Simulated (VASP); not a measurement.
# B3N4 in VASP: notebook

The runs below take B3N4 through single point, with PBE+D3(BJ).

Program: VASP 6.6.1. These are calculated values, not measurements. Logs are shortened: lines on timing, memory, paths and dates and some standing lists are left out, and cuts for length are marked.

## 1. The cell of the first run

The cell holds a slab with vacuum, 14 atoms: a = 5.011 Å, b = 3.601 Å, c = 23.441 Å, α = 90.00°, β = 90.00°, γ = 110.36°.

## 2. Single point, PBE+D3(BJ)

Contents of INCAR:

```
SYSTEM = B3N4
ALGO = Normal
DIPOL = 0.5 0.5 0.315
EDIFF = 1E-7
ENCUT = 520
GGA = PE
IDIPOL = 3
ISIF = 2
ISMEAR = 0
IVDW = 12
LASPH = .True.
LCHARG = .False.
LDIPOL = .True.
LREAL = .False.
LWAVE = .False.
NBANDS = 42
NELM = 100
PREC = Accurate
SIGMA = 0.05
```

Contents of KPOINTS:

```
k-points
0
Gamma
  6 8 1
  0 0 0
```

Contents of POSCAR:

```
B3N4
1.0
    5.0107822389      0.0000000000      0.0000000000
   -1.2526955597      3.3759068817      0.0000000000
    0.0000000000      0.0000000000     23.4409409452
N B
8 6
Direct
    0.0225224603      0.0900898411      0.1706416141
    0.5225224603      0.0900898411      0.1706416141
    0.3069455752      0.2277823008      0.2610541488
    0.8069455752      0.2277823008      0.2610541488
    0.0866484587      0.3466275527      0.3533460338
    0.5866484587      0.3466275527      0.3533460338
    0.4687108248      0.3748772852      0.5264695207
    0.4687108248      0.3748772852      0.5733959646
    0.2842051402      0.1368205610      0.2007528062
    0.7842051402      0.1368205610      0.2007528062
    0.0673540684      0.2694189847      0.2895469474
    0.5673540684      0.2694189847      0.2895469474
    0.3437108248      0.3748772852      0.3814241487
    0.8437108248      0.3748772852      0.3814241487
```

Potentials or basis: VASP PAW PBE potentials, release 64 (N, B).

Run with:

```
$ cat potpaw_PBE.64/N/POTCAR potpaw_PBE.64/B/POTCAR > POTCAR
$ mpirun -np 1 vasp_std > vasp.out
```

OUTCAR:

```text
SYSTEM = B3N4
   EDIFF = 1E-7
   ENCUT = 520
   GGA = PE
   ISIF = 2
   ISMEAR = 0
   IVDW = 12
   LASPH = .True.
   LREAL = .False.
   NELM = 100
   PREC = Accurate
 IVDW          = 12

 ion  position               nearest neighbor table
   1  0.023  0.090  0.171-   9 1.45  10 1.45
   2  0.523  0.090  0.171-  10 1.45   9 1.45
   3  0.307  0.228  0.261-  12 1.43  11 1.43   9 1.45
   4  0.807  0.228  0.261-  11 1.43  12 1.43  10 1.45
   5  0.087  0.347  0.353-  13 1.42  14 1.42  11 1.52
   6  0.587  0.347  0.353-  14 1.42  13 1.42  12 1.52
   7  0.469  0.375  0.526-   8 1.10
   8  0.469  0.375  0.573-   7 1.10
   9  0.284  0.137  0.201-   3 1.45   1 1.45   2 1.45
  10  0.784  0.137  0.201-   4 1.45   2 1.45   1 1.45
  11  0.067  0.269  0.290-   4 1.43   3 1.43   5 1.52
  12  0.567  0.269  0.290-   3 1.43   4 1.43   6 1.52
  13  0.344  0.375  0.381-   5 1.42   6 1.42
  14  0.844  0.375  0.381-   6 1.42   5 1.42

  Warning from LATTYP: Monoclinic adjustment (A1->A3, A2->A1, A3->A2)!
  LATTYP: Found a simple monoclinic cell.
 ALAT       =     3.6008323259
 B/A-ratio  =     6.5098673928
 C/A-ratio  =     1.3915622238
 COS(beta)  =    -0.3478905559

  Lattice vectors:

 A1 = (  -1.2526955597,   3.3759068817,   0.0000000000)
 A2 = (   0.0000000000,   0.0000000000,  23.4409409452)
 A3 = (   5.0107822389,   0.0000000000,   0.0000000000)

Analysis of symmetry for initial positions (statically):
=====================================================================
 Subroutine PRICEL returns:
 Original cell was already a primitive cell.

 Routine SETGRP: Setting up the symmetry group for a
 simple monoclinic supercell.

 Subroutine GETGRP returns: Found  1 space group operations
 (whereof  1 operations were pure point group operations)
 out of a pool of  4 trial point group operations.

The static configuration has the point symmetry C_1 .

Analysis of symmetry for dynamics (positions and initial velocities):
=====================================================================
 Subroutine PRICEL returns:
 Original cell was already a primitive cell.

 Routine SETGRP: Setting up the symmetry group for a
 simple monoclinic supercell.

 Subroutine GETGRP returns: Found  1 space group operations
 (whereof  1 operations were pure point group operations)
 out of a pool of  4 trial point group operations.

The dynamic configuration has the point symmetry C_1 .

[... 144 lines left out ...]
  Fermi-wavevector in a.u.,A,eV,Ry     =   0.862569  1.630019 10.123077  0.744025
  Thomas-Fermi vector in A             =   1.980390
   LORBIT       =      0    0 simple, 1 ext, 2 COOP (PROOUT), +10 PAW based schemes
   GGA     = PE    functional components
   LHFCALC =     F    Hartree Fock is set to
   AEXX    =    0.0000 exact exchange contribution
   IVDW    =    12    specifies the selected vdW correction
   LEPSILON=     F    determine dielectric tensor
   LRPA    =     F    only Hartree local field effects (RPA)
 non-spin polarized calculation
 Gauss-broadening in eV      SIGMA  =   0.05
  energy-cutoff  :      520.00
  volume of cell :      396.53
 maximum number of plane-waves:     10722
 NGX is ok and might be reduce to    40
   NGX = 19   NGY = 13   NGZ = 87

 dipolmoment           0.000000      0.000000      0.002938 electrons x Angstroem

 number of electron      58.0000003 magnetization

 dipolmoment           0.000000      0.000000     -0.328691 electrons x Angstroem

 Free energy of the ion-electron system (eV)
  ---------------------------------------------------
  ext. energy  EPLUGINS =         0.00000000
  ---------------------------------------------------
  free energy    TOTEN  =      -109.34276822 eV

  energy without entropy =     -109.32965960  energy(sigma->0) =     -109.33621391

 E-fermi :  -3.2699     XC(G=0):  -4.2859

 val. band max:       -3.2745517780   @ k =   0.3333   0.2500   0.0000
 cond. band min:      -3.2579326372   @ k =   0.0000   0.0000   0.0000
 fundamental gap:      0.0166191408
 Fermi energy:        -3.2698888076

 k-point     1 :       0.0000    0.0000    0.0000
  band No.  band energies     occupation
      1     -26.9997      2.00000
      2     -22.8154      2.00000
      3     -21.2604      2.00000
      4     -20.5691      2.00000
      5     -19.7694      2.00000
      6     -18.0199      2.00000
[... 1045 lines left out ...]
     40       4.0002      0.00000
     41       4.6321      0.00000

 [... further k-points ...]

 [bands above 41 left out]

------------------------ aborting loop because EDIFF is reached ----------------------------------------

 vacuum level on the upper side and lower side of the slab       (xc-potential included)        -1.726         1.712

 Edisp (eV)   -1.42298

 E8    (eV) :    -0.4314

  FORCE on cell =-STRESS in cart. coord.  units (eV):
  Direction    XX          YY          ZZ          XY          YZ          ZX
  --------------------------------------------------------------------------------------
  -------------------------------------------------------------------------------------
  Total      -3.65496    -0.81116     6.11398    -0.00165     0.93439     0.02559
  in kB     -14.76801    -3.27753    24.70378    -0.00667     3.77543     0.10339
  external pressure =        2.22 kB  Pullay stress =        0.00 kB

 VOLUME and BASIS-vectors are now :
 -----------------------------------------------------------------------------
  energy-cutoff  :      520.00
  volume of cell :      396.53
      direct lattice vectors                 reciprocal lattice vectors
     5.010782239  0.000000000  0.000000000     0.199569638  0.074054175  0.000000000
    -1.252695560  3.375906882  0.000000000     0.000000000  0.296216701  0.000000000
     0.000000000  0.000000000 23.440940945     0.000000000  0.000000000  0.042660404

 POSITION                                       TOTAL-FORCE (eV/Angst)
 -----------------------------------------------------------------------------------
      0.00000      0.30413      4.00000         0.002708      0.243361      1.778657
      2.50539      0.30413      4.00000        -0.002995      0.242945      1.775250
      1.25270      0.76897      6.11935        -0.000581      0.427812      2.150716
      3.75809      0.76897      6.11935        -0.000552      0.432304      2.162482
     -0.00004      1.17018      8.28276         0.034978     -0.004246     -0.087497
      2.50535      1.17018      8.28276        -0.035458      0.016569      0.157715
      1.87900      1.26555     12.34094         0.013840     -0.006303     -2.111516
      1.87900      1.26555     13.44094        -0.005542      0.002859      2.156486
      1.25270      0.46189      4.70583        -0.001144     -0.678155     -3.940882
      3.75809      0.46189      4.70583         0.001256     -0.679508     -3.952140
     -0.00000      0.90953      6.78725         0.016465     -0.000890     -0.014318
      2.50539      0.90953      6.78725        -0.016353     -0.013594     -0.038600
      1.25265      1.26555      8.94094        -0.135144     -0.009688     -0.144552
      3.75804      1.26555      8.94094         0.128523      0.026533      0.108199
 -----------------------------------------------------------------------------------
    total drift:                               -0.000073     -0.000047      0.000335

  FREE ENERGIE OF THE ION-ELECTRON SYSTEM (eV)
  ---------------------------------------------------
  free  energy   TOTEN  =      -110.7657433545 eV

  energy  without entropy=     -110.7526347310  energy(sigma->0) =     -110.75918904

 vacuum level on the upper side and lower side of the slab         1.711         5.227
```

stdout:

```text
POSCAR found type information on POSCAR N B
 POSCAR found :  2 types and      14 ions
 scaLAPACK will be used
 LDA part: xc-table for (Slater+PW92), standard interpolation
 POSCAR, INCAR and KPOINTS ok, starting setup
 FFT: planning ... GRIDC
 FFT: planning ... GRID_SOFT
 FFT: planning ... GRID
 WAVECAR not read
 entering main loop
```

Run time: 12 min. Hardware: 1 thread of AMD EPYC 9R45 (Zen 5), shared host; peak memory 0.63 GiB.

Results:

```
Free energy                : -110.7657 eV
Largest force              : 4.010 eV/Å
Band gap on the k mesh     : zero (bands 29 and 30 overlap by 0.41 eV)
Dispersion energy per atom : -0.102 eV
```

Forces on the atoms (eV/Å):
```
N    0.003  0.243  1.779
N   -0.003  0.243  1.775
N   -0.001  0.428  2.151
N   -0.001  0.432  2.162
N    0.035 -0.004 -0.087
N   -0.035  0.017  0.158
N    0.014 -0.006 -2.112
N   -0.006  0.003  2.156
B   -0.001 -0.678 -3.941
B    0.001 -0.680 -3.952
B    0.016 -0.001 -0.014
B   -0.016 -0.014 -0.039
B   -0.135 -0.010 -0.145
B    0.129  0.027  0.108
```

Levels at points of the mesh, in eV from the Fermi level:
| k point | band 26 | band 27 | band 28 | band 29 | band 30 | band 31 | band 32 | band 33 |
| --- | --- | --- | --- | --- | --- | --- | --- | --- |
| (0.00, 0.00, 0.00) | -1.55 | -0.83 | -0.54 | 0.01 | 0.20 | 0.37 | 1.45 | 2.74 |
| (0.50, 0.00, 0.00) | -0.74 | -0.74 | -0.36 | -0.27 | -0.20 | -0.20 | 2.51 | 3.15 |
| (0.00, 0.50, 0.00) | -2.09 | -0.54 | -0.24 | 0.21 | 0.37 | 0.57 | 1.45 | 2.16 |
| (0.50, 0.50, 0.00) | -1.56 | -1.56 | -0.16 | -0.16 | 0.22 | 0.28 | 2.26 | 2.79 |

Caveat: the standard files for N, O and F lose accuracy on very short bonds.

## 3. Single point, PBE+D3(BJ)

Contents of INCAR:

```
PREC     = Accurate       # precision mode
ENCUT    = 520            # plane-wave cutoff, eV
EDIFF    = 1E-7           # SCF threshold, eV
ISMEAR   = 0              # smearing method
SIGMA    = 0.05           # smearing width, eV
LREAL    = F              # projectors in reciprocal space
LASPH    = T              # aspherical terms in the spheres
NELM     = 100            # most SCF steps
ALGO     = Normal         # electronic algorithm
ISIF     = 2              # what is computed and relaxed
LWAVE    = F              # write WAVECAR
LCHARG   = T              # write CHGCAR
LDIPOL   = T            
IDIPOL   = 3            
DIPOL    = 0.5 0.5 0.315
GGA      = PE             # functional
IVDW     = 12             # dispersion correction
LELF     = T              # ELF
LVHAR    = T            
LVACPOTAV= T            
NBANDS   = 42             # bands
```

Contents of KPOINTS:

```
Automatic mesh
0
Gamma
  6 8 1
```

POSCAR: that of step 2 with these lines changed.

```diff
@@ -14,4 +14,4 @@
     0.5866484587      0.3466275527      0.3533460338
-    0.4687108248      0.3748772852      0.5264695207
-    0.4687108248      0.3748772852      0.5733959646
+    0.3437108248      1.1248772852      0.5264695207
+    0.3437108248      1.1248772852      0.5733959646
     0.2842051402      0.1368205610      0.2007528062
```

Potentials or basis: VASP PAW PBE potentials, release 64 (N, B).

Run with:

```
$ cat potpaw_PBE.64/N/POTCAR potpaw_PBE.64/B/POTCAR > POTCAR
$ mpirun -np 1 vasp_std > vasp.out
```

It took 38 min on 1 thread of Intel Xeon 8259CL, shared host; peak memory 0.69 GiB.

It converged, with:

* Free energy: -110.7740 eV
* Largest force: 4.020 eV/Å
* Band gap on the k mesh: zero (bands 29 and 30 overlap by 0.42 eV)
* Dispersion energy per atom: -0.102 eV

Forces in eV/Å, atoms in the order of the input:
```
N    0.006  0.245  1.779
N   -0.007  0.247  1.786
N   -0.001  0.426  2.146
N    0.000  0.430  2.158
N    0.038  0.004 -0.019
N   -0.038 -0.009  0.046
N    0.005 -0.027 -2.128
N   -0.002  0.011  2.153
B   -0.002 -0.678 -3.939
B    0.002 -0.683 -3.962
B    0.018 -0.003 -0.022
B   -0.018 -0.013 -0.022
B   -0.033  0.038 -0.113
B    0.031  0.012  0.136
```

Levels at points of the mesh, in eV from the Fermi level:
```tsv
k point	band 27	band 28	band 29	band 30	band 31	band 32
(0.00, 0.00, 0.00)	-0.83	-0.54	0.01	0.22	0.37	1.46
(0.50, 0.00, 0.00)	-0.74	-0.34	-0.27	-0.21	-0.20	2.56
(0.00, 0.50, 0.00)	-0.54	-0.25	0.21	0.37	0.53	1.46
(0.50, 0.50, 0.00)	-1.56	-0.16	-0.16	0.21	0.27	2.36
```

Caveat: the standard files for N, O and F lose accuracy on very short bonds.

## 4. Single point, PBE+D3(BJ)

Contents of INCAR:

```
SYSTEM = B3N4
ALGO = Normal
DIPOL = 0.5 0.5 0.315
EDIFF = 1E-6
ENCUT = 520
GGA = PE
IDIPOL = 3
ISIF = 2
ISMEAR = 0
IVDW = 12
LASPH = .True.
LCHARG = .True.
LDIPOL = .True.
LELF = .True.
LREAL = .False.
LVACPOTAV = .True.
LVHAR = .True.
LWAVE = .False.
NBANDS = 42
NELM = 100
PREC = Accurate
SIGMA = 0.05
```

Contents of KPOINTS:

```
k-points
0
Gamma
  6 8 1
  0 0 0
```

POSCAR: that of step 3 with these lines changed.

```diff
@@ -14,4 +14,4 @@
     0.5866484587      0.3466275527      0.3533460338
-    0.3437108248      1.1248772852      0.5264695207
-    0.3437108248      1.1248772852      0.5733959646
+    0.4687108248      0.8748772852      0.5264695207
+    0.4687108248      0.8748772852      0.5733959646
     0.2842051402      0.1368205610      0.2007528062
```

Run with:

```
$ cat potpaw_PBE.64/N/POTCAR potpaw_PBE.64/B/POTCAR > POTCAR
$ mpirun -np 1 vasp_std > vasp.out
```

Wall time 35 min (1 thread of Intel Xeon 8259CL, shared host); peak memory 0.69 GiB.

It converged, with:

```yaml
Free_energy: -110.7803 eV
Largest_force: 4.022 eV/Å
Band_gap_on_the_k_mesh: zero (bands 29 and 30 overlap by 0.43 eV)
Dispersion_energy_per_atom: -0.102 eV
```

Forces in eV/Å, atoms in the order of the input:
```
N    0.006  0.248  1.793
N   -0.006  0.245  1.779
N    0.000  0.427  2.147
N   -0.001  0.428  2.155
N    0.022  0.010 -0.043
N   -0.022 -0.002  0.053
N    0.000  0.009 -2.148
N    0.000 -0.004  2.155
B    0.003 -0.678 -3.943
B   -0.003 -0.683 -3.964
B    0.011  0.001 -0.014
B   -0.011 -0.014 -0.028
B   -0.050 -0.031 -0.034
B    0.050  0.042  0.092
```

Levels at points of the mesh, in eV from the Fermi level:
```csv
k point,band 25,band 26,band 27,band 28,band 29,band 30,band 31,band 32,band 33,band 34
"(0.00, 0.00, 0.00)",-2.05,-1.55,-0.82,-0.54,0.01,0.22,0.37,1.46,2.87,2.99
"(0.50, 0.00, 0.00)",-3.50,-0.74,-0.74,-0.35,-0.26,-0.21,-0.20,2.63,3.27,3.47
"(0.00, 0.50, 0.00)",-2.61,-2.09,-0.54,-0.26,0.22,0.37,0.51,1.46,2.46,2.82
"(0.50, 0.50, 0.00)",-4.44,-1.56,-1.56,-0.16,-0.16,0.21,0.26,2.45,2.81,2.99
```

Caveat: the standard files for N, O and F lose accuracy on very short bonds.

## 5. Single point, PBE+D3(BJ)

Contents of INCAR:

```
SYSTEM = B3N4
  PREC = Accurate
  ENCUT = 520
  EDIFF = 1E-6
  ISMEAR = 0
  SIGMA = 0.05
  LREAL = .False.
  LASPH = .True.
  NELM = 80
  ALGO = Normal
  ISIF = 2
  LWAVE = .False.
  LCHARG = .False.
  LDIPOL = .True.
  IDIPOL = 3
  DIPOL = 0.5 0.5 0.315
  GGA = PE
  IVDW = 12
  NBANDS = 42
```

Contents of KPOINTS:

```
Automatic mesh
0
Gamma
  6 8 1
  0 0 0
```

POSCAR: that of step 4 with these lines changed.

```diff
@@ -14,4 +14,4 @@
     0.5866484587      0.3466275527      0.3533460338
-    0.4687108248      0.8748772852      0.5264695207
-    0.4687108248      0.8748772852      0.5733959646
+    0.5937108248      0.6248772852      0.5264695207
+    0.5937108248      0.6248772852      0.5733959646
     0.2842051402      0.1368205610      0.2007528062
```

Run with:

```
$ cat potpaw_PBE.64/N/POTCAR potpaw_PBE.64/B/POTCAR > POTCAR
$ mpirun -np 1 vasp_std > vasp.out
```

It took 40 min on 1 thread of Intel Xeon 8259CL, shared host; peak memory 0.66 GiB.

Results (log left out):

* Free energy: -110.7731 eV
* Largest force: 4.011 eV/Å
* Band gap on the k mesh: zero (bands 29 and 30 overlap by 0.42 eV)
* Dispersion energy per atom: -0.102 eV

Forces on the atoms (eV/Å):
```
N   -0.002  0.245  1.787
N    0.001  0.242  1.775
N    0.000  0.429  2.154
N   -0.001  0.431  2.157
N    0.008 -0.009 -0.101
N   -0.008  0.031  0.156
N    0.006  0.021 -2.136
N   -0.002 -0.009  2.160
B    0.001 -0.680 -3.952
B   -0.001 -0.678 -3.948
B    0.003 -0.002 -0.010
B   -0.003 -0.010 -0.041
B   -0.141 -0.040 -0.035
B    0.138  0.028  0.035
```

Levels at points of the mesh, in eV from the Fermi level:
| k point | band 27 | band 28 | band 29 | band 30 | band 31 | band 32 |
| --- | --- | --- | --- | --- | --- | --- |
| (0.00, 0.00, 0.00) | -0.82 | -0.54 | 0.01 | 0.20 | 0.37 | 1.46 |
| (0.50, 0.00, 0.00) | -0.74 | -0.36 | -0.26 | -0.21 | -0.20 | 2.59 |
| (0.00, 0.50, 0.00) | -0.54 | -0.25 | 0.21 | 0.37 | 0.55 | 1.46 |
| (0.50, 0.50, 0.00) | -1.56 | -0.16 | -0.16 | 0.22 | 0.27 | 2.35 |

Caveat: the standard files for N, O and F lose accuracy on very short bonds.

## 6. Summary

```tsv
cell	gap on the mesh (eV)	largest force (eV/Å)
as given, atomic positions A	none	4.01
as given, atomic positions B	none	4.02
as given, atomic positions C	none	4.02
as given, atomic positions D	none	4.01
```

Alike in all rows: task single point; level PBE+D3(BJ); potentials or basis VASP PAW PBE potentials, release 64 (N, B); no spin polarisation; k mesh 6 × 8 × 1; cutoff (eV) 520; smearing gaussian 0.05 eV.

Caveats: the standard files for N, O and F lose accuracy on very short bonds.

Absolute energies hang on the potentials; compare differences alone.
